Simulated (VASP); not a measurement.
Input of a VASP 6.6.1 run:

Contents of INCAR:

```
SYSTEM = KF
PREC = Accurate
ENCUT = 520
EDIFF = 1E-6
ISMEAR = 0
SIGMA = 0.02
LREAL = .False.
LASPH = .True.
NELM = 80
ALGO = Normal
ISIF = 2
LWAVE = .False.
LCHARG = .False.
GGA = PE
NBANDS = 15
```

The input KPOINTS:

```
Automatic mesh
0
Gamma
  8 8 8
  0 0 0
```

POSCAR

```
KF
1.0
    0.0000000000      2.7093664300      2.7093664300
    2.7093664300      0.0000000000      2.7093664300
    2.7093664300      2.7093664300      0.0000000000
K F
1 1
Direct
    0.0000000000      0.0000000000      0.0000000000
    0.5000000000      0.5000000000      0.5000000000
```

Potentials or basis: VASP PAW PBE potentials, release 64 (K_sv, F).

Command:

```sh
$ cat potpaw_PBE.64/K_sv/POTCAR potpaw_PBE.64/F/POTCAR > POTCAR
$ mpirun -np 1 vasp_std > vasp.out
```

Problem. Estimate the band gap on the k mesh.

Solution. 5.95 eV, direct.

Problem. Estimate the pressure.

Solution. 0.0 GPa.

A k mesh can miss the band edges.
